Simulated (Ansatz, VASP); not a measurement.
## One calculation of V, two programs

```
V
1.0
     2.61014    0.00000    0.00000
    -1.30507    2.26045    0.00000
     0.00000    0.00000    4.68872
V
2
Direct
  0.33333 0.66667 0.75000
  0.66667 0.33333 0.25000
```

Alike in both runs: functional PBE; k mesh 18 × 18 × 10; occupations gaussian, width 0.05 eV; collinear spin.

Ansatz relaxed the structure, and its values are those at the end. VASP's run is a single point on that final structure, the one shown.

|  | VASP | Ansatz |
| --- | --- | --- |
| version | VASP 6.6.1 | Ansatz 0.2.0 |
| potentials or method | VASP PAW PBE potentials, release 64 (V_sv), cutoff 520 eV | scalar-relativistic, plane waves, PAW |
| valence electrons in the cell | 26 | 26 |

|  | VASP | Ansatz | Ansatz less VASP |
| --- | --- | --- | --- |
| gap on the k mesh at the Fermi level (eV) | none | none | - |
| pressure (GPa) | 0.2 | 0.0 | -0.20 |
| net moment per atom (μB) | 0.00 | 0.00 | -0.001 |

A gap of «none» marks a metal or a gap that the smearing closes. Ansatz's warnings: seeded moment not kept.
